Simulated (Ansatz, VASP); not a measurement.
## One calculation of Ge5S, two programs

INCAR

```
ALGO = Normal
EDIFF = 1E-6
EDIFFG = -0.01
ENCUT = 600
GGA = PE
IBRION = 2
ISIF = 3
ISMEAR = 0
LASPH = True
LCHARG = False
LREAL = False
LWAVE = False
NELM = 100
NSW = 100
PREC = Accurate
SIGMA = 0.1
```

File KPOINTS:

```
k-points
0
Gamma
  8 8 8
```

Contents of POSCAR:

```
Ge5S
1.0
    0.0000000000      3.9221429300      3.9221429300
    3.9221429300      0.0000000000      3.9221429300
    3.9221429300      3.9221429300      0.0000000000
Ge S
5 1
Direct
    0.1250000000      0.6250000000      0.6250000000
    0.6250000000      0.6250000000      0.6250000000
    0.6250000000      0.1250000000      0.6250000000
    0.6250000000      0.6250000000      0.1250000000
    0.2500000000      0.2500000000      0.2500000000
    0.0000000000      0.0000000000      0.0000000000
```

Input for Ansatz:

```yaml
crystal:
  lattice:
    - [0.0, 3.92214293, 3.92214293]
    - [3.92214293, 0.0, 3.92214293]
    - [3.92214293, 3.92214293, 0.0]
  atoms:
    - { symbol: Ge, position: [0.125, 0.625, 0.625] }
    - { symbol: Ge, position: [0.625, 0.625, 0.625] }
    - { symbol: Ge, position: [0.625, 0.125, 0.625] }
    - { symbol: Ge, position: [0.625, 0.625, 0.125] }
    - { symbol: Ge, position: [0.25, 0.25, 0.25] }
    - { symbol: S, position: [0.0, 0.0, 0.0] }
basis:
  ecutwfc: 420
kpoints:
  mp_grid: { grid: [8, 8, 8] }
hamiltonian:
  xc: pbe
scf:
  occupations: { method: gaussian, width: 0.1 }
output:
  forces: true
  stress: true
  eigenvalues: true
relax:
  adjacent_minimum: "off"
  f_tol: 0.01
  max_steps: 80
  cell: { stress_tol: 0.05 }
```

Change from the starting cell: species swapped into the Be5Au type (F-43m, No. 216).

Alike in both runs: task relaxation of cell and atoms; functional PBE; k mesh 8 × 8 × 8; occupations gaussian, width 0.1 eV; no spin polarisation.

```csv
,VASP,Ansatz
version,VASP 6.6.1,Ansatz 0.2.0
potentials or method,"VASP PAW PBE potentials, release 64 (Ge_d, S), cutoff 600 eV","scalar-relativistic, plane waves, PAW"
valence electrons in the cell,76,76
```

|  | VASP | Ansatz | Ansatz less VASP |
| --- | --- | --- | --- |
| gap on the k mesh at the Fermi level, each at its own relaxed structure (eV) | none | none | - |
| relaxed volume (Å³/atom) | 19.94 | 19.94 | -0.003 |
| relaxed length of the cell vector where the two differ most in proportion (Å) | 5.531 | 5.531 | -0.0003 |

A gap of «none» marks a metal or a gap that the smearing closes.
